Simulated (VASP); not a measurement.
# In (I4/mmm) in VASP: further runs, part 2 of 3

VASP 6.6.1. Earlier steps stand in the parts before.

### 3 Electric field gradients, LDA (27.74 Å³/atom)

This run uses another cell than the first one, of 27.74 Å³/atom.

INCAR reads:

```
SYSTEM = In
PREC = Accurate
ENCUT = 520
EDIFF = 1E-8
ISMEAR = -1
SIGMA = 0.05
LREAL = .FALSE.
LASPH = .TRUE.
NELM = 80
ALGO = Normal
ISIF = 2
LWAVE = .FALSE.
LCHARG = .FALSE.
GGA = CA
LEFG = .TRUE.
ISYM = 0
NBANDS = 12
```

KPOINTS reads:

```
regular mesh
0
G
  12 12 14
  0 0 0
```

POSCAR reads:

```
In
1.0
   -1.6580433912      1.6580433912      2.5224711420
    1.6580433912     -1.6580433912      2.5224711420
    1.6580433912      1.6580433912     -2.5224711420
In
1
Direct
    0.0000000000      0.0000000000      0.0000000000
```

Potentials or basis: VASP PAW LDA potentials, release 64 (In_d).

Command:

```
$ cat potpaw_LDA.64/In_d/POTCAR > POTCAR
$ mpirun -np 1 vasp_std > vasp.out
```

OUTCAR:

```text
SYSTEM = In
   PREC = Accurate
   ENCUT = 520
   EDIFF = 1E-8
   ISMEAR = -1
   LREAL = .FALSE.
   LASPH = .TRUE.
   NELM = 80
   ISIF = 2
   GGA = CA
   ISYM = 0

 ion  position               nearest neighbor table
   1  0.000  0.000  0.000-

IMPORTANT INFORMATION: All symmetrisations will be switched off!
NOSYMM: (Re-)initialisation of all symmetry stuff for point group C_1.

----------------------------------------------------------------------------------------

                                     Primitive cell

  volume of cell :      27.7382

  direct lattice vectors                    reciprocal lattice vectors
    -1.658043391  1.658043391  2.522471142     0.000000000  0.301560262  0.198218323
     1.658043391 -1.658043391  2.522471142     0.301560262  0.000000000  0.198218323
     1.658043391  1.658043391 -2.522471142     0.301560262  0.301560262  0.000000000

[... 529 lines left out ...]

 VOLUME and BASIS-vectors are now :
 -----------------------------------------------------------------------------
  energy-cutoff  :      520.00
  volume of cell :       27.74
      direct lattice vectors                 reciprocal lattice vectors
    -1.658043391  1.658043391  2.522471142     0.000000000  0.301560262  0.198218323
     1.658043391 -1.658043391  2.522471142     0.301560262  0.000000000  0.198218323
     1.658043391  1.658043391 -2.522471142     0.301560262  0.301560262  0.000000000

 POSITION                                       TOTAL-FORCE (eV/Angst)
 -----------------------------------------------------------------------------------
      0.00000      0.00000      0.00000         0.000001     -0.000000     -0.000000
 -----------------------------------------------------------------------------------
    total drift:                                0.000001     -0.000000     -0.000000

  FREE ENERGIE OF THE ION-ELECTRON SYSTEM (eV)
  ---------------------------------------------------
  free  energy   TOTEN  =        -3.1716547764 eV

  energy  without entropy=       -3.1674565091  energy(sigma->0) =       -3.16955564

 Electric field gradients (V/A^2)
---------------------------------------------------------------------
 ion       V_xx      V_yy      V_zz      V_xy      V_xz      V_yz
---------------------------------------------------------------------
   1      -8.513    -8.513    17.027     0.853    -1.631    -1.631
---------------------------------------------------------------------

 Electric field gradients after diagonalization (V/A^2)
 (convention: |V_zz| > |V_xx| > |V_yy|)
----------------------------------------------------------------------
 ion       V_xx      V_yy      V_zz     asymmetry (V_yy - V_xx)/ V_zz
----------------------------------------------------------------------
   1      -9.367    -7.874    17.241       0.087
----------------------------------------------------------------------

           NMR quadrupolar parameters

 Cq : quadrupolar parameter    Cq=e*Q*V_zz/h
 eta: asymmetry parameters     (V_yy - V_xx)/ V_zz
 Q  : nuclear electric quadrupole moment in mb (millibarn)
----------------------------------------------------------------------
 ion       Cq(MHz)       eta       Q (mb)
----------------------------------------------------------------------
   1       0.042       0.087       1.000
----------------------------------------------------------------------
```

Wall time 2.8 min (1 thread of Intel Xeon Platinum 8559C (Emerald Rapids), shared host); peak memory 0.4 GiB.

What came out:

```
Free energy                             : -3.1717 eV
Pressure                                : -4.4 GPa
Band gap on the k mesh                  : zero (an odd number of electrons rules out a gap without spin polarisation)
Largest electric field gradient by atom : In +17.2 V/Å²
```

Stress tensor (GPa, compression positive):
```
-4.50 -0.07  0.10
-0.07 -4.50  0.10
 0.10  0.10 -4.07
```

Electric field gradients, principal values (V/Å²):
```
atom   least  middle  greatest (by size)
1 In  -7.874  -9.367              17.241
```

Caveat: the cell stands under tension; without QUAD_EFG the Cq values of the log hold for a quadrupole moment of 1 mb, not for the nuclei; spin-orbit coupling is left out, which moves the levels of the heavy elements.

### 4 Electric field gradients, LDA (27.74 Å³/atom)

This run uses another cell than the first one, of 27.74 Å³/atom.

INCAR reads:

```
SYSTEM = In
  PREC = Accurate
  ENCUT = 520
  EDIFF = 1E-8
  ISMEAR = -1
  SIGMA = 0.05
  LREAL = .FALSE.
  LASPH = .TRUE.
  NELM = 100
  ALGO = Normal
  ISIF = 2
  LWAVE = .FALSE.
  LCHARG = .FALSE.
  LEFG = .TRUE.
  ISYM = 0
  NBANDS = 12
```

KPOINTS is that of step 3.

POSCAR is that of step 3.

Potentials or basis: VASP PAW LDA potentials, release 64 (In_d).

Command:

```
$ cat potpaw_LDA.64/In_d/POTCAR > POTCAR
$ mpirun -np 1 vasp_std > vasp.out
```

OUTCAR:

```text
SYSTEM = In
   PREC = Accurate
   ENCUT = 520
   EDIFF = 1E-8
   ISMEAR = -1
   LREAL = .FALSE.
   LASPH = .TRUE.
   NELM = 100
   ISIF = 2
   ISYM = 0

 ion  position               nearest neighbor table
   1  0.000  0.000  0.000-

IMPORTANT INFORMATION: All symmetrisations will be switched off!
NOSYMM: (Re-)initialisation of all symmetry stuff for point group C_1.

----------------------------------------------------------------------------------------

                                     Primitive cell

  volume of cell :      27.7382

[... 549 lines left out ...]

  FREE ENERGIE OF THE ION-ELECTRON SYSTEM (eV)
  ---------------------------------------------------
  free  energy   TOTEN  =        -3.1716547764 eV

  energy  without entropy=       -3.1674565091  energy(sigma->0) =       -3.16955564

 Electric field gradients (V/A^2)
---------------------------------------------------------------------
 ion       V_xx      V_yy      V_zz      V_xy      V_xz      V_yz
---------------------------------------------------------------------
   1      -8.513    -8.513    17.027     0.853    -1.631    -1.631
---------------------------------------------------------------------

 Electric field gradients after diagonalization (V/A^2)
 (convention: |V_zz| > |V_xx| > |V_yy|)
----------------------------------------------------------------------
 ion       V_xx      V_yy      V_zz     asymmetry (V_yy - V_xx)/ V_zz
----------------------------------------------------------------------
   1      -9.367    -7.874    17.241       0.087
----------------------------------------------------------------------

           NMR quadrupolar parameters

 Cq : quadrupolar parameter    Cq=e*Q*V_zz/h
 eta: asymmetry parameters     (V_yy - V_xx)/ V_zz
 Q  : nuclear electric quadrupole moment in mb (millibarn)
----------------------------------------------------------------------
 ion       Cq(MHz)       eta       Q (mb)
----------------------------------------------------------------------
   1       0.042       0.087       1.000
----------------------------------------------------------------------
```

Run time: 3.4 min. Hardware: 1 thread of Intel Xeon Platinum 8559C (Emerald Rapids), shared host; peak memory 0.4 GiB.

What came out:

* Free energy: -3.1717 eV
* Pressure: -4.4 GPa
* Band gap on the k mesh: zero (an odd number of electrons rules out a gap without spin polarisation)
* Largest electric field gradient by atom: In +17.2 V/Å²

Stress tensor (GPa, compression positive):
```
-4.50 -0.07  0.10
-0.07 -4.50  0.10
 0.10  0.10 -4.07
```

Electric field gradients, principal values (V/Å²):
```
atom   least  middle  greatest (by size)
1 In  -7.874  -9.367              17.241
```

Caveat: the cell stands under tension; without QUAD_EFG the Cq values of the log hold for a quadrupole moment of 1 mb, not for the nuclei; spin-orbit coupling is left out, which moves the levels of the heavy elements.

### 5 Electric field gradients, LDA (zz strain of -3 %)

INCAR reads:

```
SYSTEM = In
  ALGO = Normal
  EDIFF = 1E-8
  ENCUT = 400
  GGA_COMPAT = .FALSE.
  ISIF = 2
  ISMEAR = -1
  ISYM = 0
  LASPH = .TRUE.
  LCHARG = .FALSE.
  LEFG = .TRUE.
  LREAL = .FALSE.
  LWAVE = .FALSE.
  NBANDS = 12
  NELM = 120
  PREC = Accurate
  SIGMA = 0.05
```

KPOINTS reads:

```
k-points
0
G
  12 12 14
  0 0 0
```

POSCAR reads:

```
In
1.0
   -1.6261500000      1.6261500000      2.3997315000
    1.6261500000     -1.6261500000      2.3997315000
    1.6261500000      1.6261500000     -2.3997315000
In
1
Direct
    0.0000000000      0.0000000000      0.0000000000
```

Potentials or basis: VASP PAW LDA potentials, release 64 (In_d).

Command:

```
$ cat potpaw_LDA.64/In_d/POTCAR > POTCAR
$ mpirun -np 1 vasp_std > vasp.out
```

OUTCAR:

```text
SYSTEM = In
   EDIFF = 1E-8
   ENCUT = 400
   ISIF = 2
   ISMEAR = -1
   ISYM = 0
   LASPH = .TRUE.
   LREAL = .FALSE.
   NELM = 120
   PREC = Accurate

 ion  position               nearest neighbor table
   1  0.000  0.000  0.000-

IMPORTANT INFORMATION: All symmetrisations will be switched off!
NOSYMM: (Re-)initialisation of all symmetry stuff for point group C_1.

----------------------------------------------------------------------------------------

                                     Primitive cell
[... 552 lines left out ...]

  FREE ENERGIE OF THE ION-ELECTRON SYSTEM (eV)
  ---------------------------------------------------
  free  energy   TOTEN  =        -3.2136363420 eV

  energy  without entropy=       -3.2093547249  energy(sigma->0) =       -3.21149553

 Electric field gradients (V/A^2)
---------------------------------------------------------------------
 ion       V_xx      V_yy      V_zz      V_xy      V_xz      V_yz
---------------------------------------------------------------------
   1      -7.689    -7.689    15.378     1.364    -2.016    -2.016
---------------------------------------------------------------------

 Electric field gradients after diagonalization (V/A^2)
 (convention: |V_zz| > |V_xx| > |V_yy|)
----------------------------------------------------------------------
 ion       V_xx      V_yy      V_zz     asymmetry (V_yy - V_xx)/ V_zz
----------------------------------------------------------------------
   1      -9.053    -6.693    15.746       0.150
----------------------------------------------------------------------

           NMR quadrupolar parameters

 Cq : quadrupolar parameter    Cq=e*Q*V_zz/h
 eta: asymmetry parameters     (V_yy - V_xx)/ V_zz
 Q  : nuclear electric quadrupole moment in mb (millibarn)
----------------------------------------------------------------------
 ion       Cq(MHz)       eta       Q (mb)
----------------------------------------------------------------------
   1       0.038       0.150       1.000
----------------------------------------------------------------------
```

Wall time 4.7 min (1 thread of Oxide Virtual Turin-like, shared host); peak memory 0.26 GiB.

What came out:

* Free energy: -3.2136 eV
* Pressure: -1.4 GPa
* Band gap on the k mesh: zero (an odd number of electrons rules out a gap without spin polarisation)
* Largest electric field gradient by atom: In +15.7 V/Å²

Electric field gradients, principal values (V/Å²):
```csv
atom,least,middle,greatest (by size)
1 In,-6.693,-9.053,15.746
```

Caveat: the cell differs from its parent crystal (zz strain of -3 %); without QUAD_EFG the Cq values of the log hold for a quadrupole moment of 1 mb, not for the nuclei; spin-orbit coupling is left out, which moves the levels of the heavy elements.

[end of part 2 of 3]
